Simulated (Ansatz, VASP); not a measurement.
Two plane-wave programs on Ca

```
CELL_PARAMETERS angstrom
6.97710 0.00000 0.00000
0.00000 6.97710 0.00000
0.00000 0.00000 6.97710
ATOMIC_POSITIONS crystal
Ca 0.50000 0.50000 0.50000
Ca 0.00000 0.00000 0.00000
Ca 0.25000 0.00000 0.50000
Ca 0.50000 0.25000 0.00000
Ca 0.50000 0.75000 0.00000
Ca 0.75000 0.00000 0.50000
Ca 0.00000 0.50000 0.75000
Ca 0.00000 0.50000 0.25000
```

Alike in both runs: functional PBE; k mesh 6 × 6 × 6; occupations gaussian, width 0.1 eV; no spin polarisation.

Ansatz relaxed the structure, and its values are those at the end. VASP's run is a single point on that final structure, the one shown.

```csv
,VASP,Ansatz
version,VASP 6.6.1,Ansatz 0.2.0
potentials or method,"VASP PAW PBE potentials, release 64 (Ca_sv), cutoff 520 eV","scalar-relativistic, plane waves, PAW"
valence electrons in the cell,80,80
```

|  | VASP | Ansatz | Ansatz less VASP |
| --- | --- | --- | --- |
| gap on the k mesh at the Fermi level (eV) | none | none | - |
| pressure (GPa) | 0.0 | 0.0 | -0.01 |

A gap of «none» marks a metal or a gap that the smearing closes.
